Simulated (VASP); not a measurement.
# Ge (I4_1/amd) in VASP: a series of runs

The runs below take Ge through single point, with PBE.

Program: VASP 6.6.1. These are calculated values, not measurements. Logs are shortened: lines on timing, memory, paths and dates and some standing lists are left out, and cuts for length are marked.

### 1 The cell of the first run

Symmetry: I4_1/amd, No. 141, tetragonal system. Conventional cell: a = 4.236 Å, b = 4.236 Å, c = 5.621 Å, α = 90.00°, β = 90.00°, γ = 90.00°. Ge (site symmetry -4m2) has 4 Ge at 2.54 Å within 3.4 Å.

### 2 Single point, PBE (biaxial strain in the a-b plane: +4.0 %)

INCAR reads:

```
PREC = Accurate
ENCUT = 520
EDIFF = 1E-6
ISMEAR = 0
SIGMA = 0.1
LREAL = F
LASPH = T
NELM = 60
ALGO = Normal
ISIF = 2
LWAVE = F
LCHARG = F
GGA = PE
NBANDS = 36
```

KPOINTS reads:

```
regular mesh
0
Gamma
  14 14 10
```

POSCAR reads:

```
Ge
1.0
    2.9950084919      2.9950084919      0.0000000000
   -2.9950084919      2.9950084919      0.0000000000
    0.0000000000      0.0000000000      5.6214005540
Ge
4
Direct
    0.5000000000      0.5000000000      0.5000000000
    0.5000000000      0.0000000000      0.2500000000
    0.0000000000      0.0000000000      0.0000000000
    0.0000000000      0.5000000000      0.7500000000
```

Potentials or basis: VASP PAW PBE potentials, release 64 (Ge_d).

Run with:

```bash
$ cat potpaw_PBE.64/Ge_d/POTCAR > POTCAR
$ mpirun -np 1 vasp_std > vasp.out
```

OUTCAR:

```text
PREC = Accurate
   ENCUT = 520
   EDIFF = 1E-6
   ISMEAR = 0
   LREAL = F
   LASPH = T
   NELM = 60
   ISIF = 2
   GGA = PE

 ion  position               nearest neighbor table
   1  0.500  0.500  0.500-   2 2.54   4 2.54   2 2.54   4 2.54
   2  0.500  0.000  0.250-   1 2.54   3 2.54   1 2.54   3 2.54
   3  0.000  0.000  0.000-   2 2.54   4 2.54   4 2.54   2 2.54
   4  0.000  0.500  0.750-   1 2.54   3 2.54   3 2.54   1 2.54

  LATTYP: Found a simple tetragonal cell.
 ALAT       =     4.2355816287
 C/A-ratio  =     1.3271850355

  Lattice vectors:

 A1 = (   2.9950084919,   2.9950084919,   0.0000000000)
 A2 = (  -2.9950084919,   2.9950084919,   0.0000000000)
 A3 = (   0.0000000000,   0.0000000000,   5.6214005540)

Analysis of symmetry for initial positions (statically):
=====================================================================
 Subroutine PRICEL returns following result:

  LATTYP: Found a body centered tetragonal cell.
 ALAT       =     4.2355816287
 C/A-ratio  =     1.3271850355

  Lattice vectors:

 A1 = (   0.0000000000,  -2.9950084919,  -2.8107002770)
 A2 = (   0.0000000000,   2.9950084919,  -2.8107002770)
 A3 = (   2.9950084919,   0.0000000000,   2.8107002770)

   2 primitive cells build up your supercell.

 Routine SETGRP: Setting up the symmetry group for a
 simple tetragonal supercell.

 Subroutine GETGRP returns: Found 16 space group operations
 (whereof  8 operations were pure point group operations)
 out of a pool of 16 trial point group operations.

The static configuration has the point symmetry D_2d.
 The point group associated with its full space group is D_4h.

Analysis of symmetry for dynamics (positions and initial velocities):
=====================================================================
 Subroutine PRICEL returns following result:

  LATTYP: Found a body centered tetragonal cell.
 ALAT       =     4.2355816287
 C/A-ratio  =     1.3271850355

  Lattice vectors:

 A1 = (   0.0000000000,  -2.9950084919,  -2.8107002770)
 A2 = (   0.0000000000,   2.9950084919,  -2.8107002770)
 A3 = (   2.9950084919,   0.0000000000,   2.8107002770)

   2 primitive cells build up your supercell.

 Routine SETGRP: Setting up the symmetry group for a
 simple tetragonal supercell.

 Subroutine GETGRP returns: Found 16 space group operations
 (whereof  8 operations were pure point group operations)
[... 99 lines left out ...]
   LSORBIT =      F    spin-orbit coupling
   LASPH  =      T    aspherical Exc in radial PAW
   ENCUT  =  520.0 eV  38.22 Ry    6.18 a.u.   7.88  7.88 10.45*2*pi/ulx,y,z
   NELM   =     60;   NELMIN=  2; NELMDL= -5     # of ELM steps
   EDIFF  = 0.1E-05   stopping-criterion for ELM
   LREAL  =      F    real-space projection
   EDIFFG = 0.1E-04   stopping-criterion for IOM
   NSW    =      0    number of steps for IOM
   IBRION =     -1    ionic relax: 0-MD 1-quasi-New 2-CG
   NFREE  =      0    steps in history (QN), initial steepest desc. (CG)
   ISIF   =      2    stress and relaxation
   ISYM   =      2    0-nonsym 1-usesym 2-fastsym
   POTIM  = 0.5000    time-step for ionic-motion
   TEBEG  =    0.0;   TEEND  =   0.0 temperature during run
   PSTRESS=    0.0 pullay stress
   NELECT =      56.0000    total number of electrons
   NUPDOWN=      -1.0000    fix difference up-down
   EMIN   =  10.00;   EMAX   =-10.00  energy-range for DOS
   EFERMI =   0.00;   METHOD = LEGACY
   ISMEAR =     0;   SIGMA  =   0.10  broadening in eV -4-tet -1-fermi 0-gaus
   EFERMI_NEDOS =   21; number of points for ismear=-14 and -15
   IALGO  =     38    algorithm
   IMIX   =      4    mixing-type and parameters
     AMIX     =   0.40;   BMIX     =  1.00
     AMIX_MAG =   1.60;   BMIX_MAG =  1.00
  volume/ion in A,a.u.               =      25.21       170.14
  Fermi-wavevector in a.u.,A,eV,Ry     =   1.345594  2.542803 24.635015  1.810623
  Thomas-Fermi vector in A             =   2.473494
   LORBIT       =      0    0 simple, 1 ext, 2 COOP (PROOUT), +10 PAW based schemes
   GGA     = PE    functional components
   LHFCALC =     F    Hartree Fock is set to
   AEXX    =    0.0000 exact exchange contribution
   IVDW    =     0    specifies the selected vdW correction
   LEPSILON=     F    determine dielectric tensor
   LRPA    =     F    only Hartree local field effects (RPA)
 non-spin polarized calculation
 Gauss-broadening in eV      SIGMA  =   0.10
  energy-cutoff  :      520.00
  volume of cell :      100.85
 maximum number of plane-waves:      2742
 NGX is ok and might be reduce to    32
   NGX = 15   NGY = 15   NGZ = 21

 number of electron      55.9999969 magnetization

 Free energy of the ion-electron system (eV)
  ---------------------------------------------------
  ext. energy  EPLUGINS =         0.00000000
  ---------------------------------------------------
  free energy    TOTEN  =       -17.97794759 eV

  energy without entropy =      -17.97702845  energy(sigma->0) =      -17.97748802

 E-fermi :   3.9840     XC(G=0):  -9.4304

 val. band max:        3.9489520137   @ k =   0.0714   0.0714   0.0000
 cond. band min:       4.0204005482   @ k =   0.0714   0.0714   0.1000
 fundamental gap:      0.0714485346
 Fermi energy:         3.9839917990

 k-point     1 :       0.0000    0.0000    0.0000
  band No.  band energies     occupation
      1     -20.7103      2.00000
      2     -20.7103      2.00000
      3     -20.6982      2.00000
      4     -20.6887      2.00000
      5     -20.6887      2.00000
      6     -20.6636      2.00000
[... 925 lines left out ...]
     35       9.6899      0.00000
     36      10.3030      0.00000

 [... further k-points ...]

------------------------ aborting loop because EDIFF is reached ----------------------------------------

  FORCE on cell =-STRESS in cart. coord.  units (eV):
  Direction    XX          YY          ZZ          XY          YZ          ZX
  --------------------------------------------------------------------------------------
  -------------------------------------------------------------------------------------
  Total       -2.5096421     -2.5096421     -0.2610738      0.0000000      0.0000000      0.0000000
  in kB      -39.8705050    -39.8705050     -4.1476608      0.0000000      0.0000000      0.0000000
  external PRESSURE =     -27.9628903 kB  Pullay stress =       0.0000000 kB

 VOLUME and BASIS-vectors are now :
 -----------------------------------------------------------------------------
  energy-cutoff  :      520.00
  volume of cell :      100.85
      direct lattice vectors                 reciprocal lattice vectors
     2.995008492  2.995008492  0.000000000     0.166944435  0.166944435  0.000000000
    -2.995008492  2.995008492  0.000000000    -0.166944435  0.166944435  0.000000000
     0.000000000  0.000000000  5.621400554     0.000000000  0.000000000  0.177891611

 POSITION                                       TOTAL-FORCE (eV/Angst)
 -----------------------------------------------------------------------------------
      0.00000      2.99501      2.81070        -0.000000     -0.000000     -0.000000
      1.49750      1.49750      1.40535         0.000000      0.000000      0.000000
      0.00000      0.00000      0.00000        -0.000000     -0.000000      0.000000
     -1.49750      1.49750      4.21605         0.000000      0.000000      0.000000
 -----------------------------------------------------------------------------------
    total drift:                               -0.000000      0.000000     -0.000000

  FREE ENERGIE OF THE ION-ELECTRON SYSTEM (eV)
  ---------------------------------------------------
  free  energy   TOTEN  =       -17.9779475914 eV

  energy  without entropy=      -17.9770284480  energy(sigma->0) =      -17.97748802
```

OSZICAR:

```text
N       E                     dE             d eps       ncg     rms          rms(c)
DAV:   1     0.504880030729E+03    0.50488E+03   -0.28270E+04 17696   0.413E+03
DAV:   2     0.702405072781E+02   -0.43464E+03   -0.42381E+03 15552   0.826E+02
DAV:   3    -0.132421920113E+02   -0.83483E+02   -0.82357E+02 16892   0.207E+02
DAV:   4    -0.179902112046E+02   -0.47480E+01   -0.47284E+01 18332   0.568E+01
DAV:   5    -0.180897152658E+02   -0.99504E-01   -0.99473E-01 17392   0.928E+00    0.389E+00
DAV:   6    -0.180157732809E+02    0.73942E-01   -0.58321E-02 17564   0.213E+00    0.230E+00
DAV:   7    -0.179741325430E+02    0.41641E-01   -0.76836E-02 16616   0.215E+00    0.180E-01
DAV:   8    -0.179771549736E+02   -0.30224E-02   -0.11804E-02 17308   0.116E+00    0.800E-02
DAV:   9    -0.179778768885E+02   -0.72191E-03   -0.71456E-04 17820   0.132E-01    0.225E-02
DAV:  10    -0.179779412661E+02   -0.64378E-04   -0.11870E-04 18452   0.941E-02    0.663E-03
DAV:  11    -0.179779468943E+02   -0.56282E-05   -0.15845E-05 13768   0.230E-02    0.284E-03
DAV:  12    -0.179779475914E+02   -0.69707E-06   -0.15512E-06 11724   0.126E-02
   1 F= -.17977948E+02 E0= -.17977488E+02  d E =-.919143E-03
```

stdout:

```text
POSCAR found type information on POSCAR Ge
 POSCAR found :  1 types and       4 ions
 scaLAPACK will be used
 LDA part: xc-table for (Slater+PW92), standard interpolation
 POSCAR, INCAR and KPOINTS ok, starting setup
 FFT: planning ... GRIDC
 FFT: planning ... GRID_SOFT
 FFT: planning ... GRID
 WAVECAR not read
 entering main loop
```

Wall time 3.5 min (1 thread of Intel Xeon 6975P-C (Granite Rapids), shared host); peak memory 0.6 GiB.

What came out:

* Free energy: -17.9779 eV
* Pressure: -2.8 GPa
* Band gap on the k mesh: zero (bands 28 and 29 overlap by 0.27 eV)

Caveat: the cell differs from its parent crystal (biaxial strain in the a-b plane: +4.0 %); semilocal functionals underestimate gaps, and a narrow one can read as zero.

### 3 Single point, PBE (biaxial strain in the a-b plane: -4.0 %)

INCAR reads:

```
PREC     = Accurate       # precision mode
ENCUT    = 520            # plane-wave cutoff, eV
EDIFF    = 1E-6           # SCF threshold, eV
ISMEAR   = 0              # smearing method
SIGMA    = 0.1            # smearing width, eV
LREAL    = F              # projectors in reciprocal space
LASPH    = T              # aspherical terms in the spheres
NELM     = 60             # most SCF steps
ALGO     = Normal         # electronic algorithm
ISIF     = 2              # what is computed and relaxed
LWAVE    = F              # write WAVECAR
LCHARG   = T              # write CHGCAR
GGA      = PE             # functional
LELF     = T              # ELF
LVHAR    = T            
NBANDS   = 36             # bands
```

KPOINTS is that of step 2.

POSCAR reads:

```
Ge
1.0
    2.7646232233      2.7646232233      0.0000000000
   -2.7646232233      2.7646232233      0.0000000000
    0.0000000000      0.0000000000      5.8978628763
Ge
4
Direct
    0.5000000000      0.5000000000      0.5000000000
    0.5000000000      0.0000000000      0.2500000000
    0.0000000000      0.0000000000      0.0000000000
    0.0000000000      0.5000000000      0.7500000000
```

Potentials or basis: VASP PAW PBE potentials, release 64 (Ge_d).

Run with:

```bash
$ cat potpaw_PBE.64/Ge_d/POTCAR > POTCAR
$ mpirun -np 1 vasp_std > vasp.out
```

It took 16 min on 1 thread of Intel Xeon 8259CL, shared host; peak memory 0.56 GiB.

It converged, with:

| Property | Result |
| --- | --- |
| Free energy | -17.9507 eV |
| Pressure | 3.9 GPa |
| Band gap on the k mesh | zero (bands 28 and 29 overlap by 0.06 eV) |

Stress tensor (GPa, compression positive):
```
5.62 0.00 0.00
0.00 5.62 0.00
0.00 0.00 0.51
```

Levels at points of the mesh, in eV from the Fermi level:
| k point | band 25 | band 26 | band 27 | band 28 | band 29 | band 30 | band 31 | band 32 |
| --- | --- | --- | --- | --- | --- | --- | --- | --- |
| (0.00, 0.00, 0.00) | -2.91 | -0.50 | -0.11 | 0.04 | 0.04 | 0.97 | 0.97 | 2.33 |
| (0.50, 0.00, 0.00) | -4.23 | -4.23 | -1.32 | -1.32 | 2.18 | 2.18 | 4.63 | 4.63 |
| (0.50, 0.50, 0.00) | -3.36 | -3.36 | -3.36 | -3.36 | 0.44 | 0.44 | 0.44 | 0.44 |
| (0.00, 0.00, 0.50) | -1.94 | -1.94 | -1.94 | -1.94 | 1.26 | 1.26 | 2.61 | 2.61 |
| (0.50, 0.00, 0.50) | -1.85 | -1.85 | -1.24 | -1.24 | -0.02 | -0.02 | 3.51 | 3.51 |
| (0.50, 0.50, 0.50) | -4.05 | -4.05 | -4.05 | -4.05 | 3.64 | 3.64 | 3.64 | 3.64 |

Caveat: the cell differs from its parent crystal (biaxial strain in the a-b plane: -4.0 %); the stress differs along the axes, from 1 to 6 GPa; semilocal functionals underestimate gaps, and a narrow one can read as zero.

### 4 Single point, PBE (biaxial strain in the a-b plane: -4.0 %, then relaxed in part)

INCAR reads:

```
ALGO = Normal
EDIFF = 1E-7
ENCUT = 520
GGA = PE
ISIF = 2
ISMEAR = 0
LASPH = True
LCHARG = True
LELF = True
LREAL = False
LVHAR = True
LWAVE = False
NBANDS = 36
NELM = 80
PREC = Accurate
SIGMA = 0.1
```

KPOINTS reads:

```
k-points
0
Gamma
  14 14 10
```

POSCAR, as its differences from that of step 3:

```diff
@@ -4,3 +4,3 @@
    -2.7646232233      2.7646232233      0.0000000000
-    0.0000000000      0.0000000000      5.8978628763
+    0.0000000000      0.0000000000      5.9252127387
 Ge
```

Run with:

```bash
$ cat potpaw_PBE.64/Ge_d/POTCAR > POTCAR
$ mpirun -np 1 vasp_std > vasp.out
```

It took 17 min on 1 thread of Intel Xeon 8259CL, shared host; peak memory 0.56 GiB.

The run converged. Its results:

```yaml
Free_energy: -17.9514 eV
Pressure: 3.6 GPa
Band_gap_on_the_k_mesh: zero (bands 28 and 29 overlap by 0.10 eV)
```

Stress tensor (GPa, compression positive):
```
 5.39  0.00  0.00
 0.00  5.39  0.00
 0.00  0.00 -0.09
```

Levels at points of the mesh, in eV from the Fermi level:
```tsv
k point	band 25	band 26	band 27	band 28	band 29	band 30	band 31	band 32
(0.00, 0.00, 0.00)	-2.87	-0.52	-0.15	0.06	0.06	1.00	1.00	2.33
(0.50, 0.00, 0.00)	-4.22	-4.22	-1.28	-1.28	2.20	2.20	4.59	4.59
(0.50, 0.50, 0.00)	-3.35	-3.35	-3.35	-3.35	0.44	0.44	0.44	0.44
(0.00, 0.00, 0.50)	-1.90	-1.90	-1.90	-1.90	1.30	1.30	2.60	2.60
(0.50, 0.00, 0.50)	-1.86	-1.86	-1.21	-1.21	-0.04	-0.04	3.51	3.51
(0.50, 0.50, 0.50)	-4.03	-4.03	-4.03	-4.03	3.59	3.59	3.59	3.59
```

Caveat: the cell differs from its parent crystal (biaxial strain in the a-b plane: -4.0 %, then relaxed in part); the stress differs along the axes, from -0 to 5 GPa; semilocal functionals underestimate gaps, and a narrow one can read as zero.

### 5 The runs side by side

| cell | gap on the mesh (eV) | pressure (GPa) |
| --- | --- | --- |
| a = 4.236, b = 4.236, c = 5.621 Å, 4 atoms | none | -2.8 |
| a = 3.910, b = 3.910, c = 5.898 Å, 4 atoms | none | 3.9 |
| a = 3.910, b = 3.910, c = 5.925 Å, 4 atoms | none | 3.6 |

Alike in all rows: task single point; level PBE; potentials or basis VASP PAW PBE potentials, release 64 (Ge_d); no spin polarisation; k mesh 14 × 14 × 10; cutoff (eV) 520; smearing gaussian 0.1 eV.

Caveats: semilocal functionals underestimate gaps, and a narrow one can read as zero; the stress differs along the axes, from 1 to 6 GPa (at least some runs); the stress differs along the axes, from -0 to 5 GPa (at least some runs).

Absolute energies hang on the potentials; compare differences alone.

The gap in the log of VASP goes by the Fermi energy; the results here count the filled bands.